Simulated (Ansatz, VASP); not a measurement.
**AlB3P4 in VASP and in Ansatz**

File INCAR:

```
SYSTEM = AlB3P4
ALGO     = Normal         ! electronic algorithm
EDIFF    = 1E-7           ! SCF threshold, eV
ENCUT    = 520            ! plane-wave cutoff, eV
GGA      = PE             ! functional
ISIF     = 2              ! what is computed and relaxed
ISMEAR   = -1             ! smearing method
LASPH    = .TRUE.         ! aspherical terms in the spheres
LCHARG   = .FALSE.        ! write CHGCAR
LREAL    = .FALSE.        ! projectors in reciprocal space
LWAVE    = .FALSE.        ! write WAVECAR
NBANDS   = 26             ! bands
NELM     = 80             ! most SCF steps
PREC     = Accurate       ! precision mode
SIGMA    = 0.02           ! smearing width, eV
```

File KPOINTS:

```
k-points
0
G
  8 6 6
  0 0 0
```

Contents of POSCAR:

```
AlB3P4
1.0
    3.3576479512      0.0000000000      0.0000000000
    0.0000000000      3.4094257494      4.8566484134
    0.0000000000     -3.4094257494      4.8566484134
B Al P
3 1 4
Direct
    0.0000000000     -0.0027745566     -0.0027745566
    0.5000000000     -0.0034290975      0.5051230324
    0.5000000000      0.5051230324     -0.0034290975
    0.0000000000      0.4983363999      0.4983363999
    0.5000000000      0.1234895587      0.1234895587
    0.0000000000      0.0970586964      0.6351993023
    0.0000000000      0.6351993023      0.0970586964
    0.5000000000      0.6469966646      0.6469966646
```

Input for Ansatz:

```yaml
crystal:
  lattice:
    - [3.3576479512, 0.0, 0.0]
    - [0.0, 3.4094257494, 4.8566484134]
    - [0.0, -3.4094257494, 4.8566484134]
  atoms:
    - { symbol: B, position: [0.0, -0.0027745566, -0.0027745566] }
    - { symbol: B, position: [0.5, -0.0034290975, 0.5051230324] }
    - { symbol: B, position: [0.5, 0.5051230324, -0.0034290975] }
    - { symbol: Al, position: [0.0, 0.4983363999, 0.4983363999] }
    - { symbol: P, position: [0.5, 0.1234895587, 0.1234895587] }
    - { symbol: P, position: [0.0, 0.0970586964, 0.6351993023] }
    - { symbol: P, position: [0.0, 0.6351993023, 0.0970586964] }
    - { symbol: P, position: [0.5, 0.6469966646, 0.6469966646] }
kpoints:
  mp_grid: { grid: [8, 6, 6] }
  band_path:
    path:
      - [[0.0, 0.0, 0.0], [9.648379612221e-20, 0.5, 0.5], [1.167641744388e-19, 0.6267947674814, 0.3732052325186]]
      - [[5.969286789627e-20, 0.3732052325186, -0.3732052325186], [0.0, 0.0, 0.0], [0.5, 2.844998596135e-19, 1.194655796512e-19], [0.5, 0.3732052325186, -0.3732052325186]]
      - [[0.5, 0.6267947674814, 0.3732052325186], [0.5, 0.5, 0.5], [9.648379612221e-20, 0.5, 0.5]]
      - [[0.0, 0.0, 0.0], [8.822852116753e-20, 0.5, 4.410642511746e-18], [0.5, 0.5, 4.410642511746e-18], [0.5, 2.844998596135e-19, 1.194655796512e-19], [0.5, 0.5, 0.5]]
    npoints: 10
hamiltonian:
  xc: pbe
scf:
  occupations: { method: fermi_dirac, width: 0.02 }
  n_extra_bands: 6
output:
  forces: true
  stress: true
  eigenvalues: true
```

Alike in both runs: task single point; functional PBE; k mesh 8 × 6 × 6; occupations fermi-dirac, width 0.02 eV; no spin polarisation.

|  | VASP | Ansatz |
| --- | --- | --- |
| version | VASP 6.6.1 | Ansatz 0.2.0 |
| potentials or method | VASP PAW PBE potentials, release 64 (B, Al, P) | plane waves, PAW |
| plane-wave cutoff (eV) | 520 | 420 |
| valence electrons in the cell | 32 | 32 |

```csv
,VASP,Ansatz,Ansatz less VASP
pressure (GPa),1.0,1.1,+0.17
"traceless stress, the component that is largest in VASP (GPa)",-0.07,-0.08,-0.014
rms of the force components (eV/Å),0.060,0.062,+0.0017
```

Atom by atom the forces differ by 0.003 eV/Å (rms over components).
